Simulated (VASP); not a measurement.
# H21O10F in VASP: notebook, part 2 of 3

VASP 6.6.1. The steps go on from the part before.

## 4. Single point, PBE

Contents of INCAR:

```
  ALGO = Normal
  EDIFF = 1E-6
  ENCUT = 520
  GGA = PE
  GGA_COMPAT = False
  ISIF = 2
  ISMEAR = -1
  LASPH = True
  LCHARG = True
  LELF = True
  LREAL = Auto
  LVHAR = True
  LWAVE = False
  NBANDS = 66
  NELM = 120
  PREC = Accurate
  SIGMA = 0.02
```

Contents of KPOINTS:

```
k-points
0
Gamma
  1 1 1
```

Contents of POSCAR:

```
H21O10F
1.0
    7.5723370000      0.0000000000      0.0000000000
    0.0000000000      7.5723370000      0.0000000000
    0.0000000000      0.0000000000      7.5723370000
O H F
10 21 1
Direct
    0.0505920431      0.6734908919      0.1905752478
    0.6215122227      0.1135316614      0.8321341219
    0.6149356533      0.5604214392      0.9653822855
    0.7003782320      0.7261562712      0.3090327332
    0.1178632171      0.3577099117      1.0128577215
    0.3273890214      0.9290526822      0.7182458995
    0.4064267082      0.5494604902      0.5331379203
    0.9556362851      0.5363601752      0.7905749572
    0.4549057972      0.3116343079      0.1647179728
    1.0010515908      0.0356164814      0.9296337445
   -0.0736496540      0.6960070583      0.2125367637
    0.0686181822      0.5682261632      0.1277280713
    0.6134037616      0.2174097640      0.7645988286
    0.5402427282      0.0345335925      0.7798649215
    0.5248841936      0.5781438412      0.8785266688
    0.5726633667      0.4540606156      1.0316630124
    0.6352068060      0.7132672516      0.1964122833
    0.6032351703      0.7033495736      0.3973674177
    0.0875555327      0.4343044954      0.9216705490
    0.0931020371      0.2287404800      0.9746396654
    0.2436896298      0.9887700455      0.7858604286
    0.2793193171      0.9378742652      0.5995771187
    0.3131001697      0.6287358843      0.4949858941
    0.4256413839      0.4717566057      0.4235020179
    0.8304569646      0.5669848027      0.8188489234
    0.9752471397      0.6205217755      0.7060435900
    0.3375576127      0.3433418243      0.1218646238
    0.4669232233      0.1866002530      0.1692608240
    0.8816696880      0.0336091751      0.8769287474
    1.0098599679     -0.0807544619      0.9840026930
    0.1782804965      0.8448382580      0.1993175951
    0.2409427895      0.9453620461      0.2489191910
```

Potentials or basis: VASP PAW PBE potentials, release 64 (O, H, F).

Started as:

```console
$ cat potpaw_PBE.64/O/POTCAR potpaw_PBE.64/H/POTCAR potpaw_PBE.64/F/POTCAR > POTCAR
$ mpirun -np 1 vasp_gam > vasp.out
```

OUTCAR:

```text
EDIFF = 1E-6
   ENCUT = 520
   GGA = PE
   ISIF = 2
   ISMEAR = -1
   LASPH = True
   LREAL = Auto
   NELM = 120
   PREC = Accurate

 ion  position               nearest neighbor table
   1  0.051  0.673  0.191-  12 0.94  11 0.97
   2  0.622  0.114  0.832-  13 0.94  14 0.95
   3  0.615  0.560  0.965-  15 0.96  16 1.00
   4  0.700  0.726  0.309-  17 0.99  18 1.01
   5  0.118  0.358  0.013-  19 0.93  20 1.04
   6  0.327  0.929  0.718-  21 0.93  22 0.97
   7  0.406  0.549  0.533-  23 0.97  24 1.03
   8  0.956  0.536  0.791-  26 0.92  25 1.00
   9  0.455  0.312  0.165-  28 0.95  27 0.98
  10  0.001  0.036  0.930-  30 0.97  29 0.99
  11  0.926  0.696  0.213-   1 0.97
  12  0.069  0.568  0.128-   1 0.94
  13  0.613  0.217  0.765-   2 0.94
  14  0.540  0.035  0.780-   2 0.95
  15  0.525  0.578  0.879-   3 0.96
  16  0.573  0.454  0.032-   3 1.00
[... 14 lines left out ...]
  31  0.178  0.845  0.199-  32 0.97
  32  0.241  0.945  0.249-  31 0.97

  LATTYP: Found a simple cubic cell.
 ALAT       =     7.5723370000

  Lattice vectors:

 A1 = (   7.5723370000,   0.0000000000,   0.0000000000)
 A2 = (   0.0000000000,   7.5723370000,   0.0000000000)
 A3 = (   0.0000000000,   0.0000000000,   7.5723370000)

Analysis of symmetry for initial positions (statically):
=====================================================================
 Subroutine PRICEL returns:
 Original cell was already a primitive cell.

 Routine SETGRP: Setting up the symmetry group for a
 simple cubic supercell.

 Subroutine GETGRP returns: Found  1 space group operations
 (whereof  1 operations were pure point group operations)
 out of a pool of 48 trial point group operations.

The static configuration has the point symmetry C_1 .

Analysis of symmetry for dynamics (positions and initial velocities):
=====================================================================
 Subroutine PRICEL returns:
 Original cell was already a primitive cell.

 Routine SETGRP: Setting up the symmetry group for a
 simple cubic supercell.

 Subroutine GETGRP returns: Found  1 space group operations
 (whereof  1 operations were pure point group operations)
 out of a pool of 48 trial point group operations.

The dynamic configuration has the point symmetry C_1 .

 Subroutine INISYM returns: Found  1 space group operations
 (whereof  1 operations are pure point group operations),
 and found     1 'primitive' translations

----------------------------------------------------------------------------------------

                                     Primitive cell

  volume of cell :     434.2000

  direct lattice vectors                    reciprocal lattice vectors
     7.572337000  0.000000000  0.000000000     0.132059627  0.000000000  0.000000000
     0.000000000  7.572337000  0.000000000     0.000000000  0.132059627  0.000000000
     0.000000000  0.000000000  7.572337000     0.000000000  0.000000000  0.132059627

  length of vectors
     7.572337000  7.572337000  7.572337000     0.132059627  0.132059627  0.132059627

  position of ions in fractional coordinates (direct lattice)
     0.050592043  0.673490892  0.190575248
     0.621512223  0.113531661  0.832134122
     0.614935653  0.560421439  0.965382285
     0.700378232  0.726156271  0.309032733
     0.117863217  0.357709912  0.012857721
     0.327389021  0.929052682  0.718245899
[... 24 lines left out ...]
     0.178280497  0.844838258  0.199317595
     0.240942789  0.945362046  0.248919191

  ion indices of the primitive-cell ions
   primitive index   ion index
                 1           1
                 2           2
                 3           3
                 4           4
                 5           5
                 6           6
[... 24 lines left out ...]
                31          31
                32          32

----------------------------------------------------------------------------------------

 KPOINTS: k-points

Automatic generation of k-mesh.
 Grid dimensions read from file:
 generate k-points for:    1    1    1

 Generating k-lattice:

  Cartesian coordinates                     Fractional coordinates (reciprocal lattice)
     0.132059627  0.000000000  0.000000000     1.000000000  0.000000000  0.000000000
     0.000000000  0.132059627  0.000000000     0.000000000  1.000000000  0.000000000
     0.000000000  0.000000000  0.132059627     0.000000000  0.000000000  1.000000000

  Length of vectors
     0.132059627  0.132059627  0.132059627

  Shift w.r.t. Gamma in fractional coordinates (k-lattice)
     0.000000000  0.000000000  0.000000000

 Subroutine IBZKPT returns following result:
 ===========================================

 Found      1 irreducible k-points:

 Following reciprocal coordinates:
            Coordinates               Weight
  0.000000  0.000000  0.000000      1.000000
   k-points           NKPTS =      1   k-points in BZ     NKDIM =      1   number of bands    NBANDS=     66
   number of dos      NEDOS =    301   number of ions     NIONS =     32
   total plane-waves  NPLWV = 175616
   dimension x,y,z NGX =    56 NGY =   56 NGZ =   56
   dimension x,y,z NGXF=   112 NGYF=  112 NGZF=  112
   ions per type =              10  21   1
   NGX,Y,Z   is equivalent  to a cutoff of  12.29, 12.29, 12.29 a.u.
   NGXF,Y,Z  is equivalent  to a cutoff of  24.59, 24.59, 24.59 a.u.
 SYSTEM =  unknown system
   PREC   = accura    normal or accurate (medium, high low for compatibility)
   ISTART =      0    job   : 0-new  1-cont  2-samecut
   ICHARG =      2    charge: 1-file 2-atom 10-const
   ISPIN  =      1    spin polarized calculation?
   LNONCOLLINEAR =      F non collinear calculations
   LSORBIT =      F    spin-orbit coupling
   LASPH  =      T    aspherical Exc in radial PAW
   ENCUT  =  520.0 eV  38.22 Ry    6.18 a.u.  14.08 14.08 14.08*2*pi/ulx,y,z
   NELM   =    120;   NELMIN=  2; NELMDL= -5     # of ELM steps
   EDIFF  = 0.1E-05   stopping-criterion for ELM
   LREAL  =      T    real-space projection
   EDIFFG = 0.1E-04   stopping-criterion for IOM
   NSW    =      0    number of steps for IOM
   IBRION =     -1    ionic relax: 0-MD 1-quasi-New 2-CG
   NFREE  =      0    steps in history (QN), initial steepest desc. (CG)
   ISIF   =      2    stress and relaxation
   ISYM   =      2    0-nonsym 1-usesym 2-fastsym
   POTIM  = 0.5000    time-step for ionic-motion
   TEBEG  =    0.0;   TEEND  =   0.0 temperature during run
   PSTRESS=    0.0 pullay stress
   NELECT =      88.0000    total number of electrons
   NUPDOWN=      -1.0000    fix difference up-down
   EMIN   =  10.00;   EMAX   =-10.00  energy-range for DOS
   EFERMI =   0.00;   METHOD = LEGACY
   ISMEAR =    -1;   SIGMA  =   0.02  broadening in eV -4-tet -1-fermi 0-gaus
   EFERMI_NEDOS =   21; number of points for ismear=-14 and -15
   IALGO  =     38    algorithm
   IMIX   =      4    mixing-type and parameters
     AMIX     =   0.40;   BMIX     =  1.00
     AMIX_MAG =   1.60;   BMIX_MAG =  1.00
  volume/ion in A,a.u.               =      13.57        91.57
  Fermi-wavevector in a.u.,A,eV,Ry     =   0.961625  1.817208 12.581618  0.924723
  Thomas-Fermi vector in A             =   2.091013
   LORBIT       =      0    0 simple, 1 ext, 2 COOP (PROOUT), +10 PAW based schemes
   GGA     = PE    functional components
   LHFCALC =     F    Hartree Fock is set to
   AEXX    =    0.0000 exact exchange contribution
   IVDW    =     0    specifies the selected vdW correction
   LEPSILON=     F    determine dielectric tensor
   LRPA    =     F    only Hartree local field effects (RPA)
 non-spin polarized calculation
  energy-cutoff  :      520.00
  volume of cell :      434.20
 maximum number of plane-waves:      5877
   NGX = 29   NGY = 29   NGZ = 29

 number of electron      87.9999999 magnetization

 Free energy of the ion-electron system (eV)
  ---------------------------------------------------
  ext. energy  EPLUGINS =         0.00000000
  ---------------------------------------------------
  free energy    TOTEN  =      -153.56096083 eV

  energy without entropy =     -153.56096083  energy(sigma->0) =     -153.56096083

 E-fermi :  -4.0487     XC(G=0):  -5.6966

 val. band max:       -4.5475413097   @ k =   0.0000   0.0000   0.0000
 cond. band min:      -0.0438171580   @ k =   0.0000   0.0000   0.0000
 fundamental gap:      4.5037241516
 Fermi energy:        -4.0486929332

 k-point     1 :       0.0000    0.0000    0.0000
  band No.  band energies     occupation
      1     -26.7824      2.00000
      2     -23.7739      2.00000
      3     -23.7234      2.00000
      4     -23.4963      2.00000
      5     -23.4036      2.00000
      6     -23.2272      2.00000
[... 48 lines left out ...]
     55       4.9106      0.00000
     56       4.9888      0.00000
 [bands above 56 left out]

------------------------ aborting loop because EDIFF is reached ----------------------------------------

  FORCE on cell =-STRESS in cart. coord.  units (eV):
  Direction    XX          YY          ZZ          XY          YZ          ZX
  --------------------------------------------------------------------------------------
  -------------------------------------------------------------------------------------
  Total        1.3933396      4.7703389      3.7969258     -0.7098563     -3.0194931      1.2467662
  in kB        5.1413571     17.6023241     14.0104760     -2.6193360    -11.1417861      4.6005083
  external PRESSURE =      12.2513857 kB  Pullay stress =       0.0000000 kB

 VOLUME and BASIS-vectors are now :
 -----------------------------------------------------------------------------
  energy-cutoff  :      520.00
  volume of cell :      434.20
      direct lattice vectors                 reciprocal lattice vectors
     7.572337000  0.000000000  0.000000000     0.132059627  0.000000000  0.000000000
     0.000000000  7.572337000  0.000000000     0.000000000  0.132059627  0.000000000
     0.000000000  0.000000000  7.572337000     0.000000000  0.000000000  0.132059627

 POSITION                                       TOTAL-FORCE (eV/Angst)
 -----------------------------------------------------------------------------------
      0.38310      5.09990      1.44310         0.669991      2.657341      0.916755
      4.70630      0.85970      6.30120         1.773302     -0.375673      1.631108
      4.65650      4.24370      7.31020         0.514130     -0.093190      0.424748
      5.30350      5.49870      2.34010        -1.386046     -0.054046      0.202142
      0.89250      2.70870      0.09736         1.493851     -3.177495      2.435785
      2.47910      7.03510      5.43880         1.509108     -1.240182     -1.505176
[... 24 lines left out ...]
      1.35000      6.39740      1.50930        -0.309736     -0.469289      0.412546
      1.82450      7.15860      1.88490         0.306676      0.164589     -0.029844
 -----------------------------------------------------------------------------------
    total drift:                               -0.005374      0.000949      0.004522

  FREE ENERGIE OF THE ION-ELECTRON SYSTEM (eV)
  ---------------------------------------------------
  free  energy   TOTEN  =      -153.5609608347 eV

  energy  without entropy=     -153.5609608347  energy(sigma->0) =     -153.56096083
```

Wall time 36 s (1 thread of Intel Xeon 6975P-C (Granite Rapids), shared host); peak memory 0.39 GiB.

Results:

* Free energy: -153.5610 eV
* Pressure: 1.2 GPa
* Largest force: 4.273 eV/Å
* Band gap on the k mesh: 4.50 eV

Forces on the atoms (eV/Å):
```
O    0.670  2.657  0.917
O    1.773 -0.376  1.631
O    0.514 -0.093  0.425
O   -1.386 -0.054  0.202
O    1.494 -3.177  2.436
O    1.509 -1.240 -1.505
O    0.600 -0.977 -1.718
O   -2.026 -1.014  1.495
O    0.643  1.608  0.636
O   -0.294 -0.684 -0.490
H   -0.610 -0.300  0.393
H   -0.005 -2.142 -0.945
H   -0.016  1.506 -0.858
H   -1.429 -1.234 -0.786
H   -0.680  0.296 -0.720
H    0.199 -0.031  0.079
H    0.372 -0.072  0.137
H    1.097  0.060 -0.509
H   -0.875  1.291 -2.422
H   -0.135  1.710  0.632
H   -1.850  1.194  1.599
H    0.180  0.036 -0.274
H   -0.213  0.034  0.029
H   -0.277  0.798  1.454
H    0.336 -0.829  0.725
H    1.250  2.253 -2.720
H   -0.839 -0.445 -0.381
H   -0.117 -1.027 -0.150
H   -0.063  0.530  0.063
H    0.182  0.026  0.244
H   -0.310 -0.469  0.413
F    0.307  0.165 -0.030
```

Caveat: the k points lie up to 0.83 Å⁻¹ apart.

(Continued in part 3 of 3.)
